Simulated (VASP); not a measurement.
**Ba: single point with PBE**

Ba:

```
CELL_PARAMETERS angstrom
8.02209 0.00000 0.00000
0.00000 8.02209 0.00000
0.00000 0.00000 8.02209
ATOMIC_POSITIONS crystal
Ba 0.00000 0.00000 0.00000
Ba 0.50000 0.50000 0.50000
Ba 0.25000 0.00000 0.50000
Ba 0.75000 0.00000 0.50000
Ba 0.50000 0.25000 0.00000
Ba 0.50000 0.75000 0.00000
Ba 0.00000 0.50000 0.25000
Ba 0.00000 0.50000 0.75000
```

```json
{
 "Program": "VASP 6.6.1",
 "Task": "single point",
 "Functional": "PBE",
 "Potentials or basis": "VASP PAW PBE potentials, release 64 (Ba_sv)",
 "Cutoff": "520 eV",
 "k mesh": "4 × 4 × 4",
 "Occupations": "fermi-dirac, width 0.1 eV",
 "Spin": "no spin polarisation"
}
```

```yaml
Pressure: 0.0 GPa
Band_gap_on_the_k_mesh: zero (bands 40 and 41 overlap by 0.10 eV)
```

Levels at points of the mesh, in eV from the Fermi level:
```
           k point  band 38  band 39  band 40  band 41  band 42  band 43
(0.00, 0.00, 0.00)    -0.18    -0.18     0.11     0.11     0.11     0.14
(0.50, 0.00, 0.00)    -0.45    -0.05    -0.05     0.17     0.17     0.27
(0.50, 0.50, 0.00)    -0.55    -0.55    -0.09     0.29     0.29     0.41
(0.50, 0.50, 0.50)    -0.91    -0.86    -0.86     0.32     0.32     0.32
```

Wall time 10 min on 1 thread of Intel Xeon 8259CL, with other jobs on the host, peak memory 0.57 GiB.

Caveat: spin-orbit coupling is left out, which moves the levels of the heavy elements.
